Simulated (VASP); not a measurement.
# Ti (P6_3/mmc) in VASP: a series of runs, part 2 of 2

VASP 6.6.1. The steps go on from the part before.

## (3) Single point, b88 exchange, pbe correlation, non-collinear spin, typed start (16.58 Å³/atom)

This run uses another cell than the first one, of 16.58 Å³/atom.

File INCAR:

```
SYSTEM = Ti
ALGO     = Normal         ! electronic algorithm
EDIFF    = 1E-6           ! SCF threshold, eV
ENCUT    = 500            ! plane-wave cutoff, eV
GGA      = LIBXC          ! functional
GGA_COMPAT= .FALSE.      
ISIF     = 2              ! what is computed and relaxed
ISMEAR   = 1              ! smearing method
LASPH    = .TRUE.         ! aspherical terms in the spheres
LCHARG   = .FALSE.        ! write CHGCAR
LIBXC1   = GGA_X_B88    
LIBXC2   = GGA_C_PBE    
LMAXMIX  = 4              ! l up to which the mixer works
LNONCOLLINEAR= .TRUE.         ! non-collinear magnetism
LORBIT   = 11             ! projections on sites
LREAL    = .FALSE.        ! projectors in reciprocal space
LWAVE    = .FALSE.        ! write WAVECAR
MAGMOM   = 1 0 0 1 0 0    ! initial moments
NBANDS   = 36             ! bands
NELM     = 200            ! most SCF steps
PREC     = Accurate       ! precision mode
SIGMA    = 0.05           ! smearing width, eV
```

File KPOINTS:

```
k-points
0
G
  8 8 4
  0 0 0
```

File POSCAR:

```
Ti
1.0
    2.8897790207      0.0000000000      0.0000000000
   -1.4448895104      2.5026220433      0.0000000000
    0.0000000000      0.0000000000      4.5844629888
Ti
2
Direct
    0.6666666667      0.3333333333      0.7500000000
    0.3333333333      0.6666666667      0.2500000000
```

Potentials or basis: VASP PAW PBE potentials, release 64 (Ti_sv).

The run is started by

```sh
> cat potpaw_PBE.64/Ti_sv/POTCAR > POTCAR
> mpirun -np 1 vasp_ncl > vasp.out
```

OUTCAR:

```text
SYSTEM = Ti
   EDIFF = 1E-6
   ENCUT = 500
   GGA = LIBXC
   ISIF = 2
   ISMEAR = 1
   LASPH = .TRUE.
   LNONCOLLINEAR = .TRUE.
   LORBIT = 11
   LREAL = .FALSE.
   NELM = 200
   PREC = Accurate

 ion  position               nearest neighbor table
   1  0.667  0.333  0.750-   2 2.84   2 2.84   2 2.84   2 2.84   2 2.84   2 2.84
   2  0.333  0.667  0.250-   1 2.84   1 2.84   1 2.84   1 2.84   1 2.84   1 2.84

  LATTYP: Found a hexagonal cell.
 ALAT       =     2.8897790207
 C/A-ratio  =     1.5864406780

  Lattice vectors:

 A1 = (   2.8897790207,   0.0000000000,   0.0000000000)
 A2 = (  -1.4448895104,   2.5026220433,   0.0000000000)
 A3 = (   0.0000000000,   0.0000000000,   4.5844629888)

Analysis of symmetry for initial positions (statically):
=====================================================================
 Subroutine PRICEL returns:
 Original cell was already a primitive cell.

 Routine SETGRP: Setting up the symmetry group for a
 hexagonal supercell.

 Subroutine GETGRP returns: Found 24 space group operations
 (whereof 12 operations were pure point group operations)
 out of a pool of 24 trial point group operations.

The static configuration has the point symmetry D_3d.
[... 1134 lines left out ...]
  external PRESSURE =      48.8807033 kB  Pullay stress =       0.0000000 kB

 VOLUME and BASIS-vectors are now :
 -----------------------------------------------------------------------------
  energy-cutoff  :      500.00
  volume of cell :       33.15
      direct lattice vectors                 reciprocal lattice vectors
     2.889779021  0.000000000  0.000000000     0.346047221  0.199790456  0.000000000
    -1.444889510  2.502622043  0.000000000     0.000000000  0.399580913  0.000000000
     0.000000000  0.000000000  4.584462989     0.000000000  0.000000000  0.218128056

 POSITION                                       TOTAL-FORCE (eV/Angst)
 -----------------------------------------------------------------------------------
      1.44489      0.83421      3.43835         0.000000     -0.000007      0.000000
     -0.00000      1.66841      1.14612        -0.000000      0.000007     -0.000000
 -----------------------------------------------------------------------------------
    total drift:                               -0.000000      0.000000     -0.000000

  FREE ENERGIE OF THE ION-ELECTRON SYSTEM (eV)
  ---------------------------------------------------
  free  energy   TOTEN  =       -15.4512567080 eV

  energy  without entropy=      -15.4507068362  energy(sigma->0) =      -15.45107342

 total charge

# of ion       s       p       d       tot
------------------------------------------
    1        2.260   6.129   1.926  10.315
    2        2.260   6.129   1.926  10.315
--------------------------------------------------
tot          4.519  12.258   3.853  20.629

 magnetization (x)

# of ion       s       p       d       tot
------------------------------------------
    1       -0.000  -0.000   0.000   0.000
    2       -0.000  -0.000   0.000   0.000
--------------------------------------------------
tot         -0.000  -0.000   0.000   0.000

 magnetization (y)

# of ion       s       p       d       tot
------------------------------------------
    1        0.000   0.000   0.000   0.000
    2        0.000   0.000   0.000   0.000
--------------------------------------------------
tot          0.000   0.000   0.000   0.000

 magnetization (z)

# of ion       s       p       d       tot
------------------------------------------
    1        0.000   0.000   0.000   0.000
    2        0.000   0.000   0.000   0.000
--------------------------------------------------
tot          0.000   0.000   0.000   0.000
```

OSZICAR:

```text
N       E                     dE             d eps       ncg     rms          rms(c)
DAV:   1     0.318436426865E+03    0.31844E+03   -0.11532E+04  5664   0.165E+03
DAV:   2     0.246783866070E+02   -0.29376E+03   -0.28452E+03  5668   0.507E+02
DAV:   3    -0.131532863259E+02   -0.37832E+02   -0.35725E+02  8676   0.156E+02
DAV:   4    -0.167223109837E+02   -0.35690E+01   -0.35320E+01  8032   0.481E+01
DAV:   5    -0.169145789914E+02   -0.19227E+00   -0.19211E+00  8484   0.909E+00    0.142E+01
DAV:   6    -0.153702530097E+02    0.15443E+01   -0.65067E+00  7412   0.277E+01    0.389E+00
DAV:   7    -0.154144867480E+02   -0.44234E-01   -0.87994E-01  7468   0.710E+00    0.260E+00
DAV:   8    -0.154350733601E+02   -0.20587E-01   -0.63597E-02  7320   0.224E+00    0.160E+00
DAV:   9    -0.154486805257E+02   -0.13607E-01   -0.36858E-02  6580   0.205E+00    0.472E-01
DAV:  10    -0.154512131957E+02   -0.25327E-02   -0.79590E-03  7192   0.684E-01    0.667E-02
DAV:  11    -0.154512369260E+02   -0.23730E-04   -0.51644E-04  7412   0.227E-01    0.520E-02
DAV:  12    -0.154512608603E+02   -0.23934E-04   -0.14216E-04  7260   0.939E-02    0.169E-02
DAV:  13    -0.154512569747E+02    0.38857E-05   -0.19572E-05  7392   0.314E-02    0.474E-03
DAV:  14    -0.154512567080E+02    0.26669E-06   -0.83423E-07  4732   0.874E-03
   1 F= -.15451257E+02 E0= -.15451073E+02  d E =-.549872E-03  mag=    -0.0001    -0.0000    -0.0000
```

stdout:

```text
POSCAR found type information on POSCAR Ti
 POSCAR found :  1 types and       2 ions
 scaLAPACK will be used
 -----------------------------------------------------------------------------
|                                                                             |
|                                                                             |
|     You enforced a specific xc type in the INCAR file but a different       |
|     I HOPE YOU KNOW WHAT YOU ARE DOING!                                     |
|                                                                             |
 -----------------------------------------------------------------------------

 LDA part: xc-table for (None,None), standard interpolation
 POSCAR, INCAR and KPOINTS ok, starting setup
 FFT: planning ... GRIDC
 FFT: planning ... GRID_SOFT
 FFT: planning ... GRID
 WAVECAR not read
 entering main loop
```

Run time: 76 s. Hardware: 1 thread of Intel Xeon 6975P-C (Granite Rapids), shared host; peak memory 0.31 GiB.

What came out:

```yaml
Free_energy: -15.4513 eV
Pressure: 4.9 GPa
Band_gap_on_the_k_mesh: zero (bands 24 and 25 overlap by 1.00 eV)
Net_moment: 0.00 μB per cell
Valence_electrons_inside_the_program's_atomic_spheres: Ti 10.31
```

Moments on the atoms (μB; x, y, z):
```
Ti  0.00 0.00 0.00
Ti  0.00 0.00 0.00
```

Caveat: the cell stands under pressure; the PAW data sets were made with another functional, which shifts forces and pressure a little.

## (4) Single point, b88 exchange, pbe correlation, non-collinear spin, typed start (16.93 Å³/atom)

This run uses another cell than the first one, of 16.93 Å³/atom.

File INCAR:

```
SYSTEM = Ti
  PREC = Accurate
  ENCUT = 500
  EDIFF = 1E-6
  ISMEAR = 1
  SIGMA = 0.05
  LREAL = .FALSE.
  LASPH = .TRUE.
  NELM = 200
  ALGO = Normal
  ISIF = 2
  LWAVE = .FALSE.
  LCHARG = .FALSE.
  LNONCOLLINEAR = .TRUE.
  MAGMOM = 1 0 0 1 0 0
  LORBIT = 11
  LMAXMIX = 4
  GGA = LIBXC
  LIBXC1 = GGA_X_B88
  LIBXC2 = GGA_C_PBE
  NBANDS = 36
  GGA_COMPAT = .FALSE.
```

File KPOINTS:

```
regular mesh
0
G
  8 8 4
  0 0 0
```

File POSCAR:

```
Ti
1.0
    2.9101302477      0.0000000000      0.0000000000
   -1.4550651239      2.5202467229      0.0000000000
    0.0000000000      0.0000000000      4.6167490031
Ti
2
Direct
    0.6666666667      0.3333333333      0.7500000000
    0.3333333333      0.6666666667      0.2500000000
```

The run is started by

```sh
> cat potpaw_PBE.64/Ti_sv/POTCAR > POTCAR
> mpirun -np 1 vasp_ncl > vasp.out
```

Wall time 83 s (1 thread of Intel Xeon 6975P-C (Granite Rapids), shared host); peak memory 0.31 GiB.

It converged, with:

| Quantity | Value |
| --- | --- |
| Free energy | -15.4674 eV |
| Pressure | 2.2 GPa |
| Band gap on the k mesh | zero (bands 24 and 25 overlap by 1.00 eV) |
| Net moment | 0.00 μB per cell |
| Valence electrons inside the program's atomic spheres | Ti 10.29 |

Stress tensor (GPa, compression positive):
```
2.67 0.00 0.00
0.00 2.67 0.00
0.00 0.00 1.34
```

Levels at points of the mesh, in eV from the Fermi level:
```
           k point  band 22  band 23  band 24  band 25  band 26  band 27
(0.00, 0.00, 0.00)     0.74     0.74     0.74     0.81     0.81     0.84
(0.50, 0.00, 0.00)    -1.95    -0.62    -0.62     0.45     0.45     0.61
(0.00, 0.50, 0.00)    -1.95    -0.62    -0.62     0.45     0.45     0.61
(0.00, 0.00, 0.50)     0.03     0.03     0.03     0.65     0.65     0.65
(0.50, 0.00, 0.50)    -0.89    -0.89    -0.89     1.37     1.37     1.37
(0.00, 0.50, 0.50)    -0.89    -0.89    -0.89     1.37     1.37     1.37
```

Moments on the atoms (μB; x, y, z):
```
Ti  0.00 0.00 0.00
Ti  0.00 0.00 0.00
```

Caveat: the PAW data sets were made with another functional, which shifts forces and pressure a little.

## (5) Single point, b88 exchange, pbe correlation, non-collinear spin, typed start (17.28 Å³/atom)

This run uses another cell than the first one, of 17.28 Å³/atom.

File INCAR:

```
ALGO = Normal
EDIFF = 1E-6
ENCUT = 500
GGA = LIBXC
GGA_COMPAT = F
ISIF = 2
ISMEAR = 1
LASPH = T
LCHARG = F
LIBXC1 = GGA_X_B88
LIBXC2 = GGA_C_PBE
LMAXMIX = 4
LNONCOLLINEAR = T
LORBIT = 11
LREAL = F
LWAVE = F
MAGMOM = 1 0 0 1 0 0
NBANDS = 36
NELM = 200
PREC = Accurate
SIGMA = 0.05
```

File KPOINTS:

```
k-points
0
Gamma
  8 8 4
```

File POSCAR:

```
Ti
1.0
    2.9302007457      0.0000000000      0.0000000000
   -1.4651003729      2.5376282840      0.0000000000
    0.0000000000      0.0000000000      4.6485896576
Ti
2
Direct
    0.6666666667      0.3333333333      0.7500000000
    0.3333333333      0.6666666667      0.2500000000
```

The run is started by

```sh
> cat potpaw_PBE.64/Ti_sv/POTCAR > POTCAR
> mpirun -np 1 vasp_ncl > vasp.out
```

Run time: 84 s. Hardware: 1 thread of Intel Xeon 6975P-C (Granite Rapids), shared host; peak memory 0.31 GiB.

It converged, with:

- Free energy: -15.4723 eV
- Pressure: -0.2 GPa
- Band gap on the k mesh: zero (bands 24 and 25 overlap by 1.00 eV)
- Net moment: 0.00 μB per cell
- Valence electrons inside the program's atomic spheres: Ti 10.27

Stress tensor (GPa, compression positive):
```
 0.29  0.00  0.00
 0.00  0.29  0.00
 0.00  0.00 -1.10
```

Levels at points of the mesh, in eV from the Fermi level:
| k point | band 20 | band 21 | band 22 | band 23 | band 24 | band 25 | band 26 | band 27 | band 28 | band 29 |
| --- | --- | --- | --- | --- | --- | --- | --- | --- | --- | --- |
| (0.00, 0.00, 0.00) | -2.74 | 0.73 | 0.73 | 0.73 | 0.73 | 0.75 | 0.75 | 0.83 | 0.83 | 1.23 |
| (0.50, 0.00, 0.00) | -2.21 | -1.89 | -1.89 | -0.64 | -0.64 | 0.44 | 0.44 | 0.59 | 0.59 | 1.13 |
| (0.00, 0.50, 0.00) | -2.21 | -1.89 | -1.89 | -0.64 | -0.64 | 0.44 | 0.44 | 0.59 | 0.59 | 1.13 |
| (0.00, 0.00, 0.50) | -4.38 | 0.03 | 0.03 | 0.03 | 0.03 | 0.64 | 0.64 | 0.64 | 0.64 | 0.64 |
| (0.50, 0.00, 0.50) | -2.59 | -0.87 | -0.87 | -0.87 | -0.87 | 1.31 | 1.31 | 1.31 | 1.31 | 1.70 |
| (0.00, 0.50, 0.50) | -2.59 | -0.87 | -0.87 | -0.87 | -0.87 | 1.31 | 1.31 | 1.31 | 1.31 | 1.70 |

Moments on the atoms (μB; x, y, z):
```
Ti  0.00 0.00 0.00
Ti  0.00 0.00 0.00
```

Caveat: the PAW data sets were made with another functional, which shifts forces and pressure a little.

## (6) Single point, b88 exchange, pbe correlation, non-collinear spin, typed start (17.64 Å³/atom)

File INCAR:

```
SYSTEM = Ti
ALGO = Normal ; EDIFF = 1E-6
ENCUT = 500 ; GGA = LIBXC
GGA_COMPAT = .False. ; ISIF = 2
ISMEAR = 1 ; LASPH = .True.
LCHARG = .False. ; LIBXC1 = GGA_X_B88
LIBXC2 = GGA_C_PBE ; LMAXMIX = 4
LNONCOLLINEAR = .True. ; LORBIT = 11
LREAL = .False. ; LWAVE = .False.
MAGMOM = 1 0 0 1 0 0 ; NBANDS = 36
NELM = 200 ; PREC = Accurate
SIGMA = 0.05
```

File KPOINTS:

```
k-points
0
Gamma
  8 8 4
  0 0 0
```

File POSCAR:

```
Ti
1.0
    2.9500000000      0.0000000000      0.0000000000
   -1.4750000000      2.5547749412      0.0000000000
    0.0000000000      0.0000000000      4.6800000000
Ti
2
Direct
    0.6666666667      0.3333333333      0.7500000000
    0.3333333333      0.6666666667      0.2500000000
```

Potentials or basis: VASP PAW PBE potentials, release 64 (Ti_sv).

The run is started by

```sh
> cat potpaw_PBE.64/Ti_sv/POTCAR > POTCAR
> mpirun -np 1 vasp_ncl > vasp.out
```

Run time: 76 s. Hardware: 1 thread of Intel Xeon 6975P-C (Granite Rapids), shared host; peak memory 0.32 GiB.

Results (log left out):

* Free energy: -15.4672 eV
* Pressure: -2.3 GPa
* Band gap on the k mesh: zero (bands 24 and 25 overlap by 1.00 eV)
* Net moment: 0.00 μB per cell
* Valence electrons inside the program's atomic spheres: Ti 10.24

Stress tensor (GPa, compression positive):
```
-1.91  0.00  0.00
 0.00 -1.91  0.00
 0.00  0.00 -3.16
```

Levels at points of the mesh, in eV from the Fermi level:
```
           k point  band 21  band 22  band 23  band 24  band 25  band 26  band 27  band 28
(0.00, 0.00, 0.00)     0.70     0.70     0.72     0.72     0.72     0.72     0.82     0.82
(0.50, 0.00, 0.00)    -1.84    -1.84    -0.66    -0.66     0.44     0.44     0.57     0.57
(0.00, 0.50, 0.00)    -1.84    -1.84    -0.66    -0.66     0.44     0.44     0.57     0.57
(0.00, 0.00, 0.50)     0.04     0.04     0.04     0.04     0.63     0.63     0.63     0.63
(0.50, 0.00, 0.50)    -0.84    -0.84    -0.84    -0.84     1.26     1.26     1.26     1.26
(0.00, 0.50, 0.50)    -0.84    -0.84    -0.84    -0.84     1.26     1.26     1.26     1.26
```

Moments on the atoms (μB; x, y, z):
```
Ti  0.00 0.00 0.00
Ti  0.00 0.00 0.00
```

Caveat: the PAW data sets were made with another functional, which shifts forces and pressure a little.

## (7) Overview

```csv
level,spin,cell,k mesh,smearing,gap on the mesh (eV),pressure (GPa),moment (μB)
PBEsol,off,"a = 2.950, b = 2.950, c = 4.680 Å, angles 90.0, 90.0, 120.0°, 2 atoms",10 × 10 × 6,fermi-dirac 0.15 eV,none,-5.5,-
"b88 exchange, pbe correlation","non-collinear, typed start","a = 2.890, b = 2.890, c = 4.584 Å, angles 90.0, 90.0, 120.0°, 2 atoms",8 × 8 × 4,methfessel-paxton 0.05 eV,none,4.9,0.00
"b88 exchange, pbe correlation","non-collinear, typed start","a = 2.910, b = 2.910, c = 4.617 Å, angles 90.0, 90.0, 120.0°, 2 atoms",8 × 8 × 4,methfessel-paxton 0.05 eV,none,2.2,0.00
"b88 exchange, pbe correlation","non-collinear, typed start","a = 2.930, b = 2.930, c = 4.649 Å, angles 90.0, 90.0, 120.0°, 2 atoms",8 × 8 × 4,methfessel-paxton 0.05 eV,none,-0.2,0.00
"b88 exchange, pbe correlation","non-collinear, typed start","a = 2.950, b = 2.950, c = 4.680 Å, angles 90.0, 90.0, 120.0°, 2 atoms",8 × 8 × 4,methfessel-paxton 0.05 eV,none,-2.3,0.00
```

Alike in all rows: task single point; potentials or basis VASP PAW PBE potentials, release 64 (Ti_sv); cutoff (eV) 500.

Caveats: the PAW data sets were made with another functional, which shifts forces and pressure a little; the cell stands under tension (at least some runs); the cell stands under pressure (at least some runs).

Absolute energies hang on the potentials; compare differences alone.
